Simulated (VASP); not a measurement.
Runs of VASP 6.6.1 on KBr. Symmetry: Fm-3m, No. 225, cubic system. Conventional cell: a = 6.600 Å, b = 6.600 Å, c = 6.600 Å, α = 90.00°, β = 90.00°, γ = 90.00°. Within 4.3 Å of K (site symmetry m-3m) lie 6 Br at 3.30 Å. Within 4.3 Å of Br (site symmetry m-3m) lie 6 K at 3.30 Å. 

```tsv
k mesh	gap on the mesh (eV)	pressure (GPa)
4 × 4 × 4	4.04	-1.6
7 × 7 × 7	4.04	-1.6
2 × 2 × 2	(a)	-1.0
5 × 5 × 5	4.04	-1.6
3 × 3 × 3	4.03	-1.5
```

Alike in all rows: task single point; level LDA; potentials or basis VASP PAW LDA potentials, release 64 (K_sv, Br); no spin polarisation; cell as given; cutoff (eV) 500; smearing gaussian 0.01 eV.

Task: Fill in the values left out.

Result: (a) 3.97.

Caveats: some runs use coarse meshes.

A k mesh can miss the band edges, and the runs leave out spin-orbit coupling on Br.
